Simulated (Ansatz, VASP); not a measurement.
# CuGe: VASP beside Ansatz

```xyz
4
Lattice="0.0000 3.1421 3.1421 3.1421 0.0000 3.1421 3.1421 3.1421 0.0000" Properties=species:S:1:pos:R:3 pbc="T T T"
Cu    3.1421    3.1421    3.1421
Cu    4.7131    4.7131    4.7131
Ge    0.0000    0.0000    0.0000
Ge    1.5710    1.5710    1.5710
```

Alike in both runs: functional PBE; k mesh 6 × 6 × 6; occupations gaussian, width 0.1 eV; no spin polarisation.

Ansatz relaxed the structure, and its values are those at the end. VASP's run is a single point on that final structure, the one shown.

```csv
,VASP,Ansatz
version,VASP 6.6.1,Ansatz 0.2.0
potentials or method,"VASP PAW PBE potentials, release 64 (Cu, Ge_d), cutoff 520 eV","scalar-relativistic, plane waves, PAW"
valence electrons in the cell,50,66
```

```tsv
	VASP	Ansatz	Ansatz less VASP
gap on the k mesh at the Fermi level (eV)	none	none	-
pressure (GPa)	-0.1	-0.1	0.00
```

A gap of «none» marks a metal or a gap that the smearing closes. With one functional, cell and mesh, what is left measures potentials, basis and numerics. VASP's potentials hold 50 valence electrons a cell and Ansatz's 66, so a difference there can come from the potentials and not from the codes.
